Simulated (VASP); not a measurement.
Input of a VASP 6.6.1 run:

POSCAR

```
Pt
1.0
   -1.5947118289      1.5947118289      1.5947118289
    1.5947118289     -1.5947118289      1.5947118289
    1.5947118289      1.5947118289     -1.5947118289
Pt
1
Direct
    0.0000000000      0.0000000000      0.0000000000
```

The input INCAR.step1:

```
SYSTEM = Pt
  ALGO = Normal
  EDIFF = 1E-5
  ENCUT = 520
  GGA = PE
  ISIF = 2
  ISMEAR = -1
  LASPH = .TRUE.
  LCHARG = .FALSE.
  LREAL = .FALSE.
  LWAVE = .TRUE.
  NBANDS = 11
  NELM = 80
  PREC = Accurate
  SIGMA = 0.05
```

The input INCAR.step2:

```
SYSTEM = Pt
  AEXX = 0.25
  ALGO = Normal
  EDIFF = 1E-6
  ENCUT = 520
  GGA = PE
  ISIF = 2
  ISMEAR = -1
  ISTART = 1
  LASPH = .TRUE.
  LCHARG = .FALSE.
  LHFCALC = .TRUE.
  LREAL = .FALSE.
  LWAVE = .FALSE.
  NBANDS = 11
  NELM = 80
  PREC = Accurate
  PRECFOCK = Normal
  SIGMA = 0.05
```

The input KPOINTS:

```
k-points
0
G
  8 8 8
  0 0 0
```

Potentials or basis: VASP PAW PBE potentials, release 64 (Pt).

Run with:

```sh
$ cat potpaw_PBE.64/Pt/POTCAR > POTCAR
$ cp INCAR.step1 INCAR
$ mpirun -np 1 vasp_std > vasp.out
$ cp INCAR.step2 INCAR
$ mpirun -np 1 vasp_std > vasp.out
```

**Question.** What does it give for the pressure?

**Answer.** -11.5 GPa.

**Question.** Estimate the band gap on the k mesh.

**Answer.** Zero (bands 5 and 6 overlap by 3.43 eV).

Caveat: the cell stands under tension; the PAW data sets were made with another functional, which shifts forces and pressure a little; spin-orbit coupling is left out, which moves the levels of the heavy elements.
